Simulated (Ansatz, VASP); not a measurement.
# One calculation of Ba, two programs

The input INCAR:

```
  ALGO = Fast
  EDIFF = 1E-7
  ENCUT = 520
  ISIF = 2
  ISMEAR = 0
  LASPH = T
  LCHARG = F
  LREAL = F
  LWAVE = F
  NBANDS = 11
  NELM = 100
  PREC = Accurate
  SIGMA = 0.15
```

The input KPOINTS:

```
k-points
0
Gamma
  14 14 14
```

The input POSCAR:

```
Ba
1.0
   -2.5625000000      2.4375000000      2.5000000000
    2.5625000000     -2.4375000000      2.5000000000
    2.5625000000      2.4375000000     -2.5000000000
Ba
1
Direct
    0.0000000000      0.0000000000      0.0000000000
```

Input for Ansatz:

```yaml
crystal:
  lattice:
    - [-2.5625, 2.4375, 2.5]
    - [2.5625, -2.4375, 2.5]
    - [2.5625, 2.4375, -2.5]
  atoms:
    - { symbol: Ba, position: [0.0, 0.0, 0.0] }
basis:
  ecutwfc: 420
kpoints:
  mp_grid: { grid: [14, 14, 14] }
hamiltonian:
  xc: lda
scf:
  occupations: { method: gaussian, width: 0.15 }
output:
  forces: true
  stress: true
  eigenvalues: true
```

Change from the starting cell: strain +0.0250 x Voigt [1, -1, 0, 0, 0, 0], atoms carried along.

Alike in both runs: task single point; functional LDA; k mesh 14 × 14 × 14; occupations gaussian, width 0.15 eV; no spin polarisation.

|  | VASP | Ansatz |
| --- | --- | --- |
| version | VASP 6.6.1 | Ansatz 0.2.0 |
| potentials or method | VASP PAW LDA potentials, release 64 (Ba_sv), cutoff 520 eV | scalar-relativistic, plane waves, PAW |
| valence electrons in the cell | 10 | 10 |

```tsv
	VASP	Ansatz	Ansatz less VASP
gap on the k mesh at the Fermi level (eV)	none	none	-
pressure (GPa)	-1.2	-1.2	-0.03
traceless stress, the component that is largest in VASP (GPa)	0.11	0.11	-0.002
```

LDA's correlation is that of Perdew and Zunger in VASP and of Perdew and Wang (1992) in Ansatz. A gap of «none» marks a metal or a gap that the smearing closes.

Neither program's run includes spin-orbit coupling.
